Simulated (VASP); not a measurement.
# AlN (P6_3mc) in VASP: further runs, part 3 of 3

VASP 6.6.1. The steps go on from the part before.

## 5. Single point, PBE (volume changed by +3%)

Input file INCAR:

```
SYSTEM = AlN
  PREC = Accurate
  ENCUT = 520
  EDIFF = 1E-6
  ISMEAR = 0
  SIGMA = 0.01
  LREAL = .False.
  LASPH = .True.
  NELM = 80
  ALGO = Normal
  ISIF = 2
  LWAVE = .False.
  LCHARG = .False.
  GGA = PE
  NBANDS = 16
```

Input file KPOINTS:

```
regular mesh
0
Gamma
  9 9 4
  0 0 0
```

Input file POSCAR:

```
AlN
1.0
    3.1612414892      0.0000000000      0.0000000000
   -1.5806207446      2.7377154371      0.0000000000
    0.0000000000      0.0000000000      5.0676789719
Al N
2 2
Direct
    0.3333333333      0.6666666667     -0.0007707944
    0.6666666667      0.3333333333      0.4992292056
    0.3333333333      0.6666666667      0.3807707944
    0.6666666667      0.3333333333      0.8807707944
```

Potentials or basis: VASP PAW PBE potentials, release 64 (Al, N).

Run with:

```sh
cat potpaw_PBE.64/Al/POTCAR potpaw_PBE.64/N/POTCAR > POTCAR
mpirun -np 1 vasp_std > vasp.out
```

OUTCAR:

```text
SYSTEM = AlN
   PREC = Accurate
   ENCUT = 520
   EDIFF = 1E-6
   ISMEAR = 0
   LREAL = .False.
   LASPH = .True.
   NELM = 80
   ISIF = 2
   GGA = PE

 ion  position               nearest neighbor table
   1  0.333  0.667  0.999-   4 1.92   4 1.92   4 1.92   3 1.93   2 3.12   2 3.12   2 3.12   2 3.12
                             2 3.12   2 3.12
   2  0.667  0.333  0.499-   3 1.92   3 1.92   3 1.92   4 1.93   1 3.12   1 3.12   1 3.12   1 3.12
                             1 3.12   1 3.12
   3  0.333  0.667  0.381-   2 1.92   2 1.92   2 1.92   1 1.93
   4  0.667  0.333  0.881-   1 1.92   1 1.92   1 1.92   2 1.93

  LATTYP: Found a hexagonal cell.
 ALAT       =     3.1612414892
 C/A-ratio  =     1.6030660705

  Lattice vectors:

 A1 = (   3.1612414892,   0.0000000000,   0.0000000000)
 A2 = (  -1.5806207446,   2.7377154371,   0.0000000000)
 A3 = (   0.0000000000,   0.0000000000,   5.0676789719)

Analysis of symmetry for initial positions (statically):
=====================================================================
 Subroutine PRICEL returns:
 Original cell was already a primitive cell.

 Routine SETGRP: Setting up the symmetry group for a
 hexagonal supercell.

 Subroutine GETGRP returns: Found 12 space group operations
 (whereof  6 operations were pure point group operations)
 out of a pool of 24 trial point group operations.

The static configuration has the point symmetry C_3v.
 The point group associated with its full space group is C_6v.

Analysis of symmetry for dynamics (positions and initial velocities):
=====================================================================
 Subroutine PRICEL returns:
 Original cell was already a primitive cell.

 Routine SETGRP: Setting up the symmetry group for a
 hexagonal supercell.

 Subroutine GETGRP returns: Found 12 space group operations
 (whereof  6 operations were pure point group operations)
 out of a pool of 24 trial point group operations.

The dynamic configuration has the point symmetry C_3v.
 The point group associated with its full space group is C_6v.

 Subroutine INISYM returns: Found 12 space group operations
 (whereof  6 operations are pure point group operations),
 and found     1 'primitive' translations

----------------------------------------------------------------------------------------

                                     Primitive cell

  volume of cell :      43.8586

  direct lattice vectors                    reciprocal lattice vectors
     3.161241489  0.000000000  0.000000000     0.316331417  0.182634029  0.000000000
    -1.580620745  2.737715437  0.000000000     0.000000000  0.365268058  0.000000000
     0.000000000  0.000000000  5.067678972     0.000000000  0.000000000  0.197328995

  length of vectors
     3.161241489  3.161241489  5.067678972     0.365268058  0.365268058  0.197328995

  position of ions in fractional coordinates (direct lattice)
     0.333333333  0.666666667  0.999229206
     0.666666667  0.333333333  0.499229206
     0.333333333  0.666666667  0.380770794
     0.666666667  0.333333333  0.880770794

  ion indices of the primitive-cell ions
   primitive index   ion index
                 1           1
                 2           2
                 3           3
                 4           4

----------------------------------------------------------------------------------------

[... 23 lines left out ...]

 Following reciprocal coordinates:
            Coordinates               Weight
  0.000000  0.000000  0.000000      1.000000
  0.111111  0.000000  0.000000      6.000000
  0.222222  0.000000  0.000000      6.000000
  0.333333  0.000000  0.000000      6.000000
  0.444444  0.000000  0.000000      6.000000
  0.111111  0.111111  0.000000      6.000000
[... 16 lines left out ...]
  0.333333  0.222222  0.250000     24.000000
  0.333333  0.333333  0.250000      4.000000
 [... further k-points ...]
   k-points           NKPTS =     36   k-points in BZ     NKDIM =     36   number of bands    NBANDS=     16
   number of dos      NEDOS =    301   number of ions     NIONS =      4
   total plane-waves  NPLWV =  23040
   dimension x,y,z NGX =    24 NGY =   24 NGZ =   40
   dimension x,y,z NGXF=    48 NGYF=   48 NGZF=   80
   ions per type =               2   2
   NGX,Y,Z   is equivalent  to a cutoff of  12.62, 12.62, 13.12 a.u.
   NGXF,Y,Z  is equivalent  to a cutoff of  25.24, 25.24, 26.24 a.u.
 SYSTEM =  AlN
   PREC   = accura    normal or accurate (medium, high low for compatibility)
   ISTART =      0    job   : 0-new  1-cont  2-samecut
   ICHARG =      2    charge: 1-file 2-atom 10-const
   ISPIN  =      1    spin polarized calculation?
   LNONCOLLINEAR =      F non collinear calculations
   LSORBIT =      F    spin-orbit coupling
   LASPH  =      T    aspherical Exc in radial PAW
   ENCUT  =  520.0 eV  38.22 Ry    6.18 a.u.   5.88  5.88  9.42*2*pi/ulx,y,z
   NELM   =     80;   NELMIN=  2; NELMDL= -5     # of ELM steps
   EDIFF  = 0.1E-05   stopping-criterion for ELM
   LREAL  =      F    real-space projection
   EDIFFG = 0.1E-04   stopping-criterion for IOM
   NSW    =      0    number of steps for IOM
   IBRION =     -1    ionic relax: 0-MD 1-quasi-New 2-CG
   NFREE  =      0    steps in history (QN), initial steepest desc. (CG)
   ISIF   =      2    stress and relaxation
   ISYM   =      2    0-nonsym 1-usesym 2-fastsym
   POTIM  = 0.5000    time-step for ionic-motion
   TEBEG  =    0.0;   TEEND  =   0.0 temperature during run
   PSTRESS=    0.0 pullay stress
   NELECT =      16.0000    total number of electrons
   NUPDOWN=      -1.0000    fix difference up-down
   EMIN   =  10.00;   EMAX   =-10.00  energy-range for DOS
   EFERMI =   0.00;   METHOD = LEGACY
   ISMEAR =     0;   SIGMA  =   0.01  broadening in eV -4-tet -1-fermi 0-gaus
   EFERMI_NEDOS =   21; number of points for ismear=-14 and -15
   IALGO  =     38    algorithm
   IMIX   =      4    mixing-type and parameters
     AMIX     =   0.40;   BMIX     =  1.00
     AMIX_MAG =   1.60;   BMIX_MAG =  1.00
  volume/ion in A,a.u.               =      10.96        73.99
  Fermi-wavevector in a.u.,A,eV,Ry     =   1.169759  2.210524 18.617349  1.368337
  Thomas-Fermi vector in A             =   2.306227
   LORBIT       =      0    0 simple, 1 ext, 2 COOP (PROOUT), +10 PAW based schemes
   GGA     = PE    functional components
   LHFCALC =     F    Hartree Fock is set to
   AEXX    =    0.0000 exact exchange contribution
   IVDW    =     0    specifies the selected vdW correction
   LEPSILON=     F    determine dielectric tensor
   LRPA    =     F    only Hartree local field effects (RPA)
 non-spin polarized calculation
 Gauss-broadening in eV      SIGMA  =   0.01
  energy-cutoff  :      520.00
  volume of cell :       43.86
 maximum number of plane-waves:      1196
 NGX is ok and might be reduce to    24
   NGX = 11   NGY = 11   NGZ = 19

 number of electron      16.0000001 magnetization

 Free energy of the ion-electron system (eV)
  ---------------------------------------------------
  ext. energy  EPLUGINS =         0.00000000
  ---------------------------------------------------
  free energy    TOTEN  =       -29.75691989 eV

  energy without entropy =      -29.75691989  energy(sigma->0) =      -29.75691989

 E-fermi :   5.7554     XC(G=0): -10.6997

 val. band max:        5.6879246043   @ k =   0.0000   0.0000   0.0000
 cond. band min:       9.4754995880   @ k =   0.0000   0.0000   0.0000
 fundamental gap:      3.7875749836
 Fermi energy:         5.7553837467

 k-point     1 :       0.0000    0.0000    0.0000
  band No.  band energies     occupation
      1      -9.2068      2.00000
      2      -7.2125      2.00000
      3      -0.0876      2.00000
      4       4.8559      2.00000
      5       4.8559      2.00000
      6       5.4912      2.00000
[... 433 lines left out ...]
      3       1.3331      2.00000
      4       1.3606      2.00000
      5       1.3606      2.00000
      6       2.8771      2.00000
[... 8 lines left out ...]
     15      18.4809      0.00000
     16      20.4727      0.00000

 [... further k-points ...]
[... 5 lines left out ...]
  --------------------------------------------------------------------------------------
  -------------------------------------------------------------------------------------
  Total       -1.5863481     -1.5863481     -1.4715060      0.0000000      0.0000000      0.0000000
  in kB      -57.9500741    -57.9500741    -53.7548368      0.0000000      0.0000000      0.0000000
  external PRESSURE =     -56.5516617 kB  Pullay stress =       0.0000000 kB

 VOLUME and BASIS-vectors are now :
 -----------------------------------------------------------------------------
  energy-cutoff  :      520.00
  volume of cell :       43.86
      direct lattice vectors                 reciprocal lattice vectors
     3.161241489  0.000000000  0.000000000     0.316331417  0.182634029  0.000000000
    -1.580620745  2.737715437  0.000000000     0.000000000  0.365268058  0.000000000
     0.000000000  0.000000000  5.067678972     0.000000000  0.000000000  0.197328995

 POSITION                                       TOTAL-FORCE (eV/Angst)
 -----------------------------------------------------------------------------------
     -0.00000      1.82514      5.06377         0.000000     -0.000000      0.010793
      1.58062      0.91257      2.52993        -0.000000      0.000000      0.010793
     -0.00000      1.82514      1.92962        -0.000000     -0.000000     -0.010793
      1.58062      0.91257      4.46346         0.000000     -0.000000     -0.010793
 -----------------------------------------------------------------------------------
    total drift:                               -0.000000      0.000000      0.000124

  FREE ENERGIE OF THE ION-ELECTRON SYSTEM (eV)
  ---------------------------------------------------
  free  energy   TOTEN  =       -29.7569198940 eV

  energy  without entropy=      -29.7569198940  energy(sigma->0) =      -29.75691989
```

stdout:

```text
POSCAR found type information on POSCAR AlN
 POSCAR found :  2 types and       4 ions
 scaLAPACK will be used
 LDA part: xc-table for (Slater+PW92), standard interpolation
 POSCAR, INCAR and KPOINTS ok, starting setup
 FFT: planning ... GRIDC
 FFT: planning ... GRID_SOFT
 FFT: planning ... GRID
 WAVECAR not read
 entering main loop
```

Wall time 28 s (1 thread of Intel Xeon Platinum 8259CL at 2.50GHz (Skylake/Cascade Lake), shared host); peak memory 0.16 GiB.

What came out:

- Free energy: -29.7569 eV
- Pressure: -5.7 GPa
- Largest force: 0.011 eV/Å
- Band gap on the k mesh: 3.79 eV, direct

Forces on the atoms (eV/Å):
```
Al   0.000  0.000  0.011
Al   0.000  0.000  0.011
N    0.000  0.000 -0.011
N    0.000  0.000 -0.011
```

Levels at points of the mesh, in eV from the valence-band top:
| k point | band 4 | band 5 | band 6 | band 7 | band 8 | band 9 | band 10 | band 11 | band 12 | band 13 |
| --- | --- | --- | --- | --- | --- | --- | --- | --- | --- | --- |
| (0.00, 0.00, 0.00) | -0.83 | -0.83 | -0.20 | -0.20 | 0.00 | 3.79 | 6.25 | 10.22 | 10.81 | 10.81 |
| (0.00, 0.00, 0.50) | -3.25 | -0.52 | -0.52 | -0.52 | -0.52 | 6.06 | 6.06 | 9.93 | 9.93 | 11.13 |

## 6. Single point, PBE (volume changed by +6%)

Input file INCAR:

```
ALGO = Normal
EDIFF = 1E-7
ENCUT = 520
GGA = PE
ISIF = 2
ISMEAR = 0
LASPH = True
LCHARG = True
LELF = True
LREAL = False
LVHAR = True
LWAVE = False
NBANDS = 16
NELM = 100
PREC = Accurate
SIGMA = 0.01
```

Input file KPOINTS:

```
k-points
0
Gamma
  9 9 4
```

Input file POSCAR:

```
AlN
1.0
    3.1916399068      0.0000000000      0.0000000000
   -1.5958199534      2.7640412390      0.0000000000
    0.0000000000      0.0000000000      5.1164096437
Al N
2 2
Direct
    0.3333333333      0.6666666667     -0.0007707944
    0.6666666667      0.3333333333      0.4992292056
    0.3333333333      0.6666666667      0.3807707944
    0.6666666667      0.3333333333      0.8807707944
```

Potentials or basis: VASP PAW PBE potentials, release 64 (Al, N).

Run with:

```sh
cat potpaw_PBE.64/Al/POTCAR potpaw_PBE.64/N/POTCAR > POTCAR
mpirun -np 1 vasp_std > vasp.out
```

OUTCAR:

```text
EDIFF = 1E-7
   ENCUT = 520
   GGA = PE
   ISIF = 2
   ISMEAR = 0
   LASPH = True
   LREAL = False
   NELM = 100
   PREC = Accurate

 ion  position               nearest neighbor table
   1  0.333  0.667  0.999-   4 1.94   4 1.94   4 1.94   3 1.95   2 3.15   2 3.15   2 3.15   2 3.15
                             2 3.15   2 3.15
   2  0.667  0.333  0.499-   3 1.94   3 1.94   3 1.94   4 1.95   1 3.15   1 3.15   1 3.15   1 3.15
                             1 3.15   1 3.15
   3  0.333  0.667  0.381-   2 1.94   2 1.94   2 1.94   1 1.95
   4  0.667  0.333  0.881-   1 1.94   1 1.94   1 1.94   2 1.95

  LATTYP: Found a hexagonal cell.
 ALAT       =     3.1916399068
 C/A-ratio  =     1.6030660705

  Lattice vectors:

 A1 = (   3.1916399068,   0.0000000000,   0.0000000000)
 A2 = (  -1.5958199534,   2.7640412390,   0.0000000000)
 A3 = (   0.0000000000,   0.0000000000,   5.1164096437)

Analysis of symmetry for initial positions (statically):
=====================================================================
 Subroutine PRICEL returns:
 Original cell was already a primitive cell.

 Routine SETGRP: Setting up the symmetry group for a
 hexagonal supercell.
[... 170 lines left out ...]
  free energy    TOTEN  =       -29.69333926 eV

  energy without entropy =      -29.69333926  energy(sigma->0) =      -29.69333926

 E-fermi :   5.4902     XC(G=0): -10.5775

 val. band max:        5.4262618731   @ k =   0.0000   0.0000   0.0000
 cond. band min:       8.9698566100   @ k =   0.0000   0.0000   0.0000
 fundamental gap:      3.5435947368
 Fermi energy:         5.4901814628

 k-point     1 :       0.0000    0.0000    0.0000
  band No.  band energies     occupation
      1      -9.3046      2.00000
      2      -7.3939      2.00000
      3      -0.2262      2.00000
      4       4.6073      2.00000
      5       4.6073      2.00000
      6       5.2352      2.00000
[... 433 lines left out ...]
      3       1.1591      2.00000
      4       1.1591      2.00000
      5       1.1869      2.00000
      6       2.6915      2.00000
[... 8 lines left out ...]
     15      18.0398      0.00000
     16      19.8310      0.00000

 [... further k-points ...]
[... 5 lines left out ...]
  --------------------------------------------------------------------------------------
  -------------------------------------------------------------------------------------
  Total       -2.9743633     -2.9743633     -2.7707583      0.0000000      0.0000000      0.0000000
  in kB     -105.5798108   -105.5798108    -98.3525251      0.0000000      0.0000000      0.0000000
  external PRESSURE =    -103.1707156 kB  Pullay stress =       0.0000000 kB

 VOLUME and BASIS-vectors are now :
 -----------------------------------------------------------------------------
  energy-cutoff  :      520.00
  volume of cell :       45.14
      direct lattice vectors                 reciprocal lattice vectors
     3.191639907  0.000000000  0.000000000     0.313318554  0.180894551  0.000000000
    -1.595819953  2.764041239  0.000000000     0.000000000  0.361789103  0.000000000
     0.000000000  0.000000000  5.116409644     0.000000000  0.000000000  0.195449557

 POSITION                                       TOTAL-FORCE (eV/Angst)
 -----------------------------------------------------------------------------------
     -0.00000      1.84269      5.11247        -0.000000      0.000000      0.019727
      1.59582      0.92135      2.55426         0.000000     -0.000000      0.019727
     -0.00000      1.84269      1.94818         0.000000     -0.000000     -0.019727
      1.59582      0.92135      4.50638        -0.000000      0.000000     -0.019727
 -----------------------------------------------------------------------------------
    total drift:                                0.000000      0.000000     -0.000964

  FREE ENERGIE OF THE ION-ELECTRON SYSTEM (eV)
  ---------------------------------------------------
  free  energy   TOTEN  =       -29.6933392586 eV

  energy  without entropy=      -29.6933392586  energy(sigma->0) =      -29.69333926
```

OSZICAR:

```text
N       E                     dE             d eps       ncg     rms          rms(c)
DAV:   1     0.424474161597E+02    0.42447E+02   -0.71948E+03  1152   0.884E+02
DAV:   2    -0.303736773444E+02   -0.72821E+02   -0.67021E+02  1624   0.184E+02
DAV:   3    -0.341448565442E+02   -0.37712E+01   -0.37611E+01  1432   0.438E+01
DAV:   4    -0.341694993140E+02   -0.24643E-01   -0.24641E-01  1496   0.401E+00
DAV:   5    -0.341698398294E+02   -0.34052E-03   -0.34051E-03  1392   0.472E-01    0.117E+01
DAV:   6    -0.296744366591E+02    0.44954E+01   -0.10750E+01  1392   0.233E+01    0.400E+00
DAV:   7    -0.297055228763E+02   -0.31086E-01   -0.60110E-01  1224   0.550E+00    0.284E+00
DAV:   8    -0.296986402089E+02    0.68827E-02   -0.69293E-02  1304   0.243E+00    0.703E-01
DAV:   9    -0.296927347086E+02    0.59055E-02   -0.13206E-02  1472   0.851E-01    0.268E-01
DAV:  10    -0.296934447994E+02   -0.71009E-03   -0.28028E-03  1248   0.326E-01    0.154E-01
DAV:  11    -0.296933360090E+02    0.10879E-03   -0.21491E-04  1344   0.111E-01    0.388E-02
DAV:  12    -0.296933394723E+02   -0.34633E-05   -0.15170E-05  1264   0.309E-02    0.720E-03
DAV:  13    -0.296933392740E+02    0.19831E-06   -0.53152E-06  1352   0.172E-02    0.616E-03
DAV:  14    -0.296933392586E+02    0.15345E-07   -0.41351E-07  1344   0.544E-03
   1 F= -.29693339E+02 E0= -.29693339E+02  d E =-.313942E-22
```

stdout:

```text
POSCAR found type information on POSCAR AlN
 POSCAR found :  2 types and       4 ions
 scaLAPACK will be used
 LDA part: xc-table for (Slater+PW92), standard interpolation
 POSCAR, INCAR and KPOINTS ok, starting setup
 FFT: planning ... GRIDC
 FFT: planning ... GRID_SOFT
 FFT: planning ... GRID
 WAVECAR not read
 entering main loop
```

Run time: 32 s. Hardware: 1 thread of Intel Xeon Platinum 8259CL at 2.50GHz (Skylake/Cascade Lake), shared host; peak memory 0.16 GiB.

Results:

```
Free energy            : -29.6933 eV
Pressure               : -10.3 GPa
Largest force          : 0.020 eV/Å
Band gap on the k mesh : 3.54 eV, direct
```

Forces in eV/Å, atoms in the order of the input:
```
Al   0.000  0.000  0.020
Al   0.000  0.000  0.020
N    0.000  0.000 -0.020
N    0.000  0.000 -0.020
```

## 7. Overview

```tsv
cell	gap on the mesh (eV)	pressure (GPa)	largest force (eV/Å)
a = 3.066, b = 3.066, c = 4.916 Å, angles 90.0, 90.0, 120.0°, 4 atoms	4.59	13.3	0.02
a = 3.099, b = 3.099, c = 4.967 Å, angles 90.0, 90.0, 120.0°, 4 atoms	4.31	6.0	0.01
a = 3.130, b = 3.130, c = 5.018 Å, angles 90.0, 90.0, 120.0°, 4 atoms	4.04	-0.3	-
a = 3.161, b = 3.161, c = 5.068 Å, angles 90.0, 90.0, 120.0°, 4 atoms	3.79	-5.7	0.01
a = 3.192, b = 3.192, c = 5.116 Å, angles 90.0, 90.0, 120.0°, 4 atoms	3.54	-10.3	0.02
```

Alike in all rows: task single point; level PBE; potentials or basis VASP PAW PBE potentials, release 64 (Al, N); no spin polarisation; k mesh 9 × 9 × 4; cutoff (eV) 520; smearing gaussian 0.01 eV.

Absolute energies hang on the potentials; compare differences alone.

## 8. Against experiment

Step 4. Against the measured gap of AlN, 6.034 eV (an exciton energy, a little under the gap; 10 K; quoted in “Self-assembly of well-separated AlN nanowires directly on sputtered metallic TiN films”, 2019, arxiv:1910.07391), the calculated 4.04 eV is off by -1.99 eV. 2 values of this kind are on record (6.034 to 6.0343 eV); this one was drawn at random. The value is that of PBE, without temperature or zero-point motion. Semilocal functionals fall short of measured gaps as a rule.
